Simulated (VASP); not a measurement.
# Al (Fm-3m) in VASP: further runs

Runs on Al. Level: PBE. Tasks: single point.

Program: VASP 6.6.1. These are calculated values, not measurements. Logs are shortened: lines on timing, memory, paths and dates and some standing lists are left out, and cuts for length are marked.

**1. The cell of the first run**

It takes space group Fm-3m (No. 225, cubic). Conventional cell: a = 4.040 Å, b = 4.040 Å, c = 4.040 Å, α = 90.00°, β = 90.00°, γ = 90.00°. Al (site symmetry m-3m) has 12 Al at 2.86 Å within 3.8 Å.

**2. Single point, PBE**

INCAR

```
  ALGO = Normal
  EDIFF = 1E-7
  ENCUT = 520
  GGA = PE
  ISIF = 2
  ISMEAR = -1
  LASPH = True
  LCHARG = False
  LREAL = False
  LWAVE = False
  NBANDS = 8
  NELM = 100
  PREC = Accurate
  SIGMA = 1.0
```

KPOINTS

```
k-points
0
Gamma
  13 13 13
```

POSCAR

```
Al
1.0
    0.0000000000      2.0199630948      2.0199630948
    2.0199630948      0.0000000000      2.0199630948
    2.0199630948      2.0199630948      0.0000000000
Al
1
Direct
    0.0000000000      0.0000000000      0.0000000000
```

Potentials or basis: VASP PAW PBE potentials, release 64 (Al).

On the command line:

```console
$ cat potpaw_PBE.64/Al/POTCAR > POTCAR
$ mpirun -np 1 vasp_std > vasp.out
```

OUTCAR:

```text
EDIFF = 1E-7
   ENCUT = 520
   GGA = PE
   ISIF = 2
   ISMEAR = -1
   LASPH = True
   LREAL = False
   NELM = 100
   PREC = Accurate

 ion  position               nearest neighbor table
   1  0.000  0.000  0.000-

  LATTYP: Found a face centered cubic cell.
 ALAT       =     4.0399261896

  Lattice vectors:

 A1 = (   0.0000000000,   2.0199630948,   2.0199630948)
 A2 = (   2.0199630948,   0.0000000000,   2.0199630948)
 A3 = (   2.0199630948,   2.0199630948,   0.0000000000)

Analysis of symmetry for initial positions (statically):
=====================================================================
 Subroutine PRICEL returns:
 Original cell was already a primitive cell.

 Routine SETGRP: Setting up the symmetry group for a
 face centered cubic supercell.

 Subroutine GETGRP returns: Found 48 space group operations
 (whereof 48 operations were pure point group operations)
 out of a pool of 48 trial point group operations.

The static configuration has the point symmetry O_h .

Analysis of symmetry for dynamics (positions and initial velocities):
=====================================================================
 Subroutine PRICEL returns:
 Original cell was already a primitive cell.

 Routine SETGRP: Setting up the symmetry group for a
 face centered cubic supercell.

 Subroutine GETGRP returns: Found 48 space group operations
 (whereof 48 operations were pure point group operations)
 out of a pool of 48 trial point group operations.

The dynamic configuration has the point symmetry O_h .

 Subroutine INISYM returns: Found 48 space group operations
 (whereof 48 operations are pure point group operations),
 and found     1 'primitive' translations

----------------------------------------------------------------------------------------

                                     Primitive cell

  volume of cell :      16.4839

  direct lattice vectors                    reciprocal lattice vectors
     0.000000000  2.019963095  2.019963095    -0.247529275  0.247529275  0.247529275
     2.019963095  0.000000000  2.019963095     0.247529275 -0.247529275  0.247529275
     2.019963095  2.019963095  0.000000000     0.247529275  0.247529275 -0.247529275

  length of vectors
     2.856659204  2.856659204  2.856659204     0.428733280  0.428733280  0.428733280

  position of ions in fractional coordinates (direct lattice)
     0.000000000  0.000000000  0.000000000

  ion indices of the primitive-cell ions
   primitive index   ion index
                 1           1
[... 69 lines left out ...]
   LASPH  =      T    aspherical Exc in radial PAW
   ENCUT  =  520.0 eV  38.22 Ry    6.18 a.u.   5.31  5.31  5.31*2*pi/ulx,y,z
   NELM   =    100;   NELMIN=  2; NELMDL= -5     # of ELM steps
   EDIFF  = 0.1E-06   stopping-criterion for ELM
   LREAL  =      F    real-space projection
   EDIFFG = 0.1E-05   stopping-criterion for IOM
   NSW    =      0    number of steps for IOM
   IBRION =     -1    ionic relax: 0-MD 1-quasi-New 2-CG
   NFREE  =      0    steps in history (QN), initial steepest desc. (CG)
   ISIF   =      2    stress and relaxation
   ISYM   =      2    0-nonsym 1-usesym 2-fastsym
   POTIM  = 0.5000    time-step for ionic-motion
   TEBEG  =    0.0;   TEEND  =   0.0 temperature during run
   PSTRESS=    0.0 pullay stress
   NELECT =       3.0000    total number of electrons
   NUPDOWN=      -1.0000    fix difference up-down
   EMIN   =  10.00;   EMAX   =-10.00  energy-range for DOS
   EFERMI =   0.00;   METHOD = LEGACY
   ISMEAR =    -1;   SIGMA  =   1.00  broadening in eV -4-tet -1-fermi 0-gaus
   EFERMI_NEDOS =   21; number of points for ismear=-14 and -15
   IALGO  =     38    algorithm
   IMIX   =      4    mixing-type and parameters
     AMIX     =   0.40;   BMIX     =  1.00
     AMIX_MAG =   1.60;   BMIX_MAG =  1.00
  volume/ion in A,a.u.               =      16.48       111.24
  Fermi-wavevector in a.u.,A,eV,Ry     =   0.927745  1.753183 11.710674  0.860710
  Thomas-Fermi vector in A             =   2.053847
   LORBIT       =      0    0 simple, 1 ext, 2 COOP (PROOUT), +10 PAW based schemes
   GGA     = PE    functional components
   LHFCALC =     F    Hartree Fock is set to
   AEXX    =    0.0000 exact exchange contribution
   IVDW    =     0    specifies the selected vdW correction
   LEPSILON=     F    determine dielectric tensor
   LRPA    =     F    only Hartree local field effects (RPA)
 non-spin polarized calculation
  energy-cutoff  :      520.00
  volume of cell :       16.48
 maximum number of plane-waves:       459
 NGX is ok and might be reduce to    24
   NGX = 11   NGY = 11   NGZ = 11

 number of electron       3.0000000 magnetization

 Free energy of the ion-electron system (eV)
  ---------------------------------------------------
  ext. energy  EPLUGINS =         0.00000000
  ---------------------------------------------------
  free energy    TOTEN  =        -4.40814405 eV

  energy without entropy =       -3.08213348  energy(sigma->0) =       -3.74513877

 E-fermi :   7.9260     XC(G=0): -10.1995

 val. band max:        7.9254547769   @ k =  -0.3077   0.2308   0.0000
 cond. band min:       7.9396152955   @ k =  -0.2308   0.3846   0.1538
 fundamental gap:      0.0141605186
 Fermi energy:         7.9259787820

 k-point     1 :       0.0000    0.0000    0.0000
  band No.  band energies     occupation
      1      -3.1310      1.99997
      2      20.6348      0.00001
      3      20.6348      0.00001
      4      20.6348      0.00001
      5      22.1359      0.00000
      6      22.1359      0.00000
      7      22.1359      0.00000
      8      24.4813      0.00000
[... 243 lines left out ...]
 k-point    24 :       0.4615    0.1538    0.0000
  band No.  band energies     occupation
      1       1.9293      1.99504
      2       6.5811      1.58658
      3      15.0954      0.00154
      4      16.2278      0.00050
      5      17.9894      0.00009
      6      24.0183      0.00000
      7      26.0355      0.00000
      8      27.8938      0.00000

 [... further k-points ...]
[... 5 lines left out ...]
  --------------------------------------------------------------------------------------
  -------------------------------------------------------------------------------------
  Total        0.4724012      0.4724012      0.4724012      0.0000000     -0.0000000     -0.0000000
  in kB       45.9157064     45.9157064     45.9157064      0.0000000     -0.0000000     -0.0000000
  external PRESSURE =      45.9157064 kB  Pullay stress =       0.0000000 kB

 VOLUME and BASIS-vectors are now :
 -----------------------------------------------------------------------------
  energy-cutoff  :      520.00
  volume of cell :       16.48
      direct lattice vectors                 reciprocal lattice vectors
     0.000000000  2.019963095  2.019963095    -0.247529275  0.247529275  0.247529275
     2.019963095  0.000000000  2.019963095     0.247529275 -0.247529275  0.247529275
     2.019963095  2.019963095  0.000000000     0.247529275  0.247529275 -0.247529275

 POSITION                                       TOTAL-FORCE (eV/Angst)
 -----------------------------------------------------------------------------------
      0.00000      0.00000      0.00000         0.000000      0.000000      0.000000
 -----------------------------------------------------------------------------------
    total drift:                               -0.000000      0.000000      0.000000

  FREE ENERGIE OF THE ION-ELECTRON SYSTEM (eV)
  ---------------------------------------------------
  free  energy   TOTEN  =        -4.4081440538 eV

  energy  without entropy=       -3.0821334805  energy(sigma->0) =       -3.74513877
```

OSZICAR:

```text
N       E                     dE             d eps       ncg     rms          rms(c)
DAV:   1    -0.292325321108E+01   -0.29233E+01   -0.88357E+02  1344   0.205E+02
DAV:   2    -0.442240625703E+01   -0.14992E+01   -0.14252E+01  1904   0.190E+01
DAV:   3    -0.442972703896E+01   -0.73208E-02   -0.73142E-02  1760   0.147E+00
DAV:   4    -0.442974419991E+01   -0.17161E-04   -0.17161E-04  2096   0.626E-02
DAV:   5    -0.442974422375E+01   -0.23848E-07   -0.23884E-07  1760   0.122E-03    0.127E+00
DAV:   6    -0.441721085102E+01    0.12533E-01   -0.15875E-03  1872   0.189E-01    0.739E-01
DAV:   7    -0.440815046238E+01    0.90604E-02   -0.47276E-03  1704   0.306E-01    0.137E-01
DAV:   8    -0.440814571516E+01    0.47472E-05   -0.13481E-05  2032   0.259E-02    0.696E-03
DAV:   9    -0.440814444449E+01    0.12707E-05   -0.66518E-07  1880   0.353E-03    0.720E-04
DAV:  10    -0.440814408450E+01    0.35999E-06   -0.34356E-09  1816   0.403E-04    0.172E-04
DAV:  11    -0.440814405376E+01    0.30744E-07   -0.12119E-10  1008   0.636E-05
   1 F= -.44081441E+01 E0= -.37451388E+01  d E =-.132601E+01
```

It took 7 s on 1 thread of Intel Xeon Platinum 8375C at 2.90GHz (Ice Lake), shared host; peak memory 0.13 GiB.

What came out:

| Item | Value |
| --- | --- |
| Free energy | -4.4081 eV |
| Pressure | 4.6 GPa |

Levels at points of the mesh, in eV from the Fermi level:
```tsv
k point	band 1	band 2	band 3	band 4	band 5	band 6
(0.00, 0.00, 0.00)	-11.06	12.71	12.71	12.71	14.21	14.21
```

**3. Single point, PBE**

INCAR

```
SYSTEM = Al
PREC = Accurate ; ENCUT = 520
EDIFF = 1E-6 ; ISMEAR = 0
SIGMA = 0.01 ; LREAL = .FALSE.
LASPH = .TRUE. ; NELM = 60
ALGO = Normal ; ISIF = 2
LWAVE = .FALSE. ; LCHARG = .TRUE.
GGA = PE ; LELF = .TRUE.
LVHAR = .TRUE. ; NBANDS = 8
```

KPOINTS

```
regular mesh
0
G
  13 13 13
  0 0 0
```

POSCAR is that of step 2.

Potentials or basis: VASP PAW PBE potentials, release 64 (Al).

On the command line:

```console
$ cat potpaw_PBE.64/Al/POTCAR > POTCAR
$ mpirun -np 1 vasp_std > vasp.out
```

OUTCAR:

```text
SYSTEM = Al
   PREC = Accurate
   ENCUT = 520
   EDIFF = 1E-6
   ISMEAR = 0
   LREAL = .FALSE.
   LASPH = .TRUE.
   NELM = 60
   ISIF = 2
   GGA = PE

 ion  position               nearest neighbor table
   1  0.000  0.000  0.000-

  LATTYP: Found a face centered cubic cell.
 ALAT       =     4.0399261896

  Lattice vectors:

 A1 = (   0.0000000000,   2.0199630948,   2.0199630948)
 A2 = (   2.0199630948,   0.0000000000,   2.0199630948)
 A3 = (   2.0199630948,   2.0199630948,   0.0000000000)

Analysis of symmetry for initial positions (statically):
=====================================================================
 Subroutine PRICEL returns:
 Original cell was already a primitive cell.

 Routine SETGRP: Setting up the symmetry group for a
 face centered cubic supercell.

 Subroutine GETGRP returns: Found 48 space group operations
 (whereof 48 operations were pure point group operations)
 out of a pool of 48 trial point group operations.

The static configuration has the point symmetry O_h .

Analysis of symmetry for dynamics (positions and initial velocities):
=====================================================================
 Subroutine PRICEL returns:
[... 154 lines left out ...]
  energy without entropy =       -3.74184053  energy(sigma->0) =       -3.74187733

 E-fermi :   7.9308     XC(G=0): -10.2000

 val. band max:        7.9257743438   @ k =  -0.3077   0.2308   0.0000
 cond. band min:       7.9401463616   @ k =  -0.2308   0.3846   0.1538
 fundamental gap:      0.0143720177
 Fermi energy:         7.9307950927

 k-point     1 :       0.0000    0.0000    0.0000
  band No.  band energies     occupation
      1      -3.1307      2.00000
      2      20.6351      0.00000
      3      20.6351      0.00000
      4      20.6351      0.00000
      5      22.1345      0.00000
      6      22.1345      0.00000
      7      22.1345      0.00000
      8      24.4834      0.00000
[... 243 lines left out ...]
 k-point    24 :       0.4615    0.1538    0.0000
  band No.  band energies     occupation
      1       1.9296      2.00000
      2       6.5813      2.00000
      3      15.0953      0.00000
      4      16.2275      0.00000
      5      17.9892      0.00000
      6      24.0179      0.00000
      7      26.0345      0.00000
      8      27.8933      0.00000

 [... further k-points ...]
[... 5 lines left out ...]
  --------------------------------------------------------------------------------------
  -------------------------------------------------------------------------------------
  Total        0.0066200      0.0066200      0.0066200      0.0000000      0.0000000     -0.0000000
  in kB        0.6434373      0.6434373      0.6434373      0.0000000      0.0000000     -0.0000000
  external PRESSURE =       0.6434373 kB  Pullay stress =       0.0000000 kB

 VOLUME and BASIS-vectors are now :
 -----------------------------------------------------------------------------
  energy-cutoff  :      520.00
  volume of cell :       16.48
      direct lattice vectors                 reciprocal lattice vectors
     0.000000000  2.019963095  2.019963095    -0.247529275  0.247529275  0.247529275
     2.019963095  0.000000000  2.019963095     0.247529275 -0.247529275  0.247529275
     2.019963095  2.019963095  0.000000000     0.247529275  0.247529275 -0.247529275

 POSITION                                       TOTAL-FORCE (eV/Angst)
 -----------------------------------------------------------------------------------
      0.00000      0.00000      0.00000         0.000000      0.000000      0.000000
 -----------------------------------------------------------------------------------
    total drift:                               -0.000000     -0.000000      0.000000

  FREE ENERGIE OF THE ION-ELECTRON SYSTEM (eV)
  ---------------------------------------------------
  free  energy   TOTEN  =        -3.7419141364 eV

  energy  without entropy=       -3.7418405312  energy(sigma->0) =       -3.74187733
```

OSZICAR:

```text
N       E                     dE             d eps       ncg     rms          rms(c)
DAV:   1    -0.236917776036E+01   -0.23692E+01   -0.88357E+02  1344   0.205E+02
DAV:   2    -0.375723006080E+01   -0.13881E+01   -0.12602E+01  1904   0.182E+01
DAV:   3    -0.376430909157E+01   -0.70790E-02   -0.70188E-02  1760   0.144E+00
DAV:   4    -0.376432418309E+01   -0.15092E-04   -0.15091E-04  2096   0.603E-02
DAV:   5    -0.376432420806E+01   -0.24968E-07   -0.25463E-07  1760   0.126E-03    0.130E+00
DAV:   6    -0.375138620882E+01    0.12938E-01   -0.16339E-03  1872   0.193E-01    0.759E-01
DAV:   7    -0.374192057199E+01    0.94656E-02   -0.49214E-03  1704   0.313E-01    0.147E-01
DAV:   8    -0.374191603381E+01    0.45382E-05   -0.13701E-05  2024   0.264E-02    0.841E-03
DAV:   9    -0.374191449174E+01    0.15421E-05   -0.80240E-07  1848   0.393E-03    0.701E-04
DAV:  10    -0.374191413642E+01    0.35532E-06   -0.34728E-09  1200   0.421E-04
   1 F= -.37419141E+01 E0= -.37418773E+01  d E =-.736052E-04
```

stdout:

```text
POSCAR found type information on POSCAR Al
 POSCAR found :  1 types and       1 ions
 scaLAPACK will be used
 LDA part: xc-table for (Slater+PW92), standard interpolation
 POSCAR, INCAR and KPOINTS ok, starting setup
 FFT: planning ... GRIDC
 FFT: planning ... GRID_SOFT
 FFT: planning ... GRID
 WAVECAR not read
 entering main loop
```

It took 7.3 s on 1 thread of Intel Xeon Platinum 8375C at 2.90GHz (Ice Lake), shared host; peak memory 0.13 GiB.

Results:

| Property | Result |
| --- | --- |
| Free energy | -3.7419 eV |
| Pressure | 0.1 GPa |

Levels at points of the mesh, in eV from the Fermi level:
| k point | band 1 | band 2 | band 3 | band 4 |
| --- | --- | --- | --- | --- |
| (0.00, 0.00, 0.00) | -11.06 | 12.70 | 12.70 | 12.70 |

**4. Single point, PBE**

INCAR

```
  ALGO = Normal
  EDIFF = 1E-7
  ENCUT = 520
  GGA = PE
  ISIF = 2
  ISMEAR = 0
  LASPH = True
  LCHARG = False
  LREAL = False
  LWAVE = False
  NBANDS = 8
  NELM = 80
  PREC = Accurate
  SIGMA = 0.03
```

KPOINTS

```
k-points
0
Gamma
  13 13 13
```

POSCAR is that of step 3.

Potentials or basis: VASP PAW PBE potentials, release 64 (Al).

On the command line:

```console
$ cat potpaw_PBE.64/Al/POTCAR > POTCAR
$ mpirun -np 1 vasp_std > vasp.out
```

OUTCAR:

```text
EDIFF = 1E-7
   ENCUT = 520
   GGA = PE
   ISIF = 2
   ISMEAR = 0
   LASPH = True
   LREAL = False
   NELM = 80
   PREC = Accurate

 ion  position               nearest neighbor table
   1  0.000  0.000  0.000-

  LATTYP: Found a face centered cubic cell.
 ALAT       =     4.0399261896

  Lattice vectors:

 A1 = (   0.0000000000,   2.0199630948,   2.0199630948)
 A2 = (   2.0199630948,   0.0000000000,   2.0199630948)
 A3 = (   2.0199630948,   2.0199630948,   0.0000000000)

Analysis of symmetry for initial positions (statically):
[... 434 lines left out ...]
      1       1.9296      2.00000
      2       6.5813      2.00000
      3      15.0953      0.00000
      4      16.2275      0.00000
      5      17.9892      0.00000
      6      24.0179      0.00000
      7      26.0345      0.00000
      8      27.8929      0.00000

 [... further k-points ...]
[... 5 lines left out ...]
  --------------------------------------------------------------------------------------
  -------------------------------------------------------------------------------------
  Total        0.0031844      0.0031844      0.0031844     -0.0000000      0.0000000     -0.0000000
  in kB        0.3095121      0.3095121      0.3095121     -0.0000000      0.0000000     -0.0000000
  external PRESSURE =       0.3095121 kB  Pullay stress =       0.0000000 kB

 VOLUME and BASIS-vectors are now :
 -----------------------------------------------------------------------------
  energy-cutoff  :      520.00
  volume of cell :       16.48
      direct lattice vectors                 reciprocal lattice vectors
     0.000000000  2.019963095  2.019963095    -0.247529275  0.247529275  0.247529275
     2.019963095  0.000000000  2.019963095     0.247529275 -0.247529275  0.247529275
     2.019963095  2.019963095  0.000000000     0.247529275  0.247529275 -0.247529275

 POSITION                                       TOTAL-FORCE (eV/Angst)
 -----------------------------------------------------------------------------------
      0.00000      0.00000      0.00000         0.000000      0.000000      0.000000
 -----------------------------------------------------------------------------------
    total drift:                                0.000000     -0.000000     -0.000000

  FREE ENERGIE OF THE ION-ELECTRON SYSTEM (eV)
  ---------------------------------------------------
  free  energy   TOTEN  =        -3.7421240816 eV

  energy  without entropy=       -3.7417523101  energy(sigma->0) =       -3.74193820
```

Wall time 6.6 s (1 thread of Intel Xeon Platinum 8375C at 2.90GHz (Ice Lake), shared host); peak memory 0.13 GiB.

What came out:

- Free energy: -3.7421 eV
- Pressure: 0.0 GPa

**5. Overview**

| smearing | gap on the mesh (eV) | pressure (GPa) |
| --- | --- | --- |
| fermi-dirac 1 eV | none | 4.6 |
| gaussian 0.01 eV | none | 0.1 |
| gaussian 0.03 eV | none | 0.0 |

Alike in all rows: task single point; level PBE; potentials or basis VASP PAW PBE potentials, release 64 (Al); no spin polarisation; cell as given; k mesh 13 × 13 × 13; cutoff (eV) 520.

Every run on the cell as given and a fine mesh finds a metal.

Absolute energies hang on the potentials; compare differences alone.
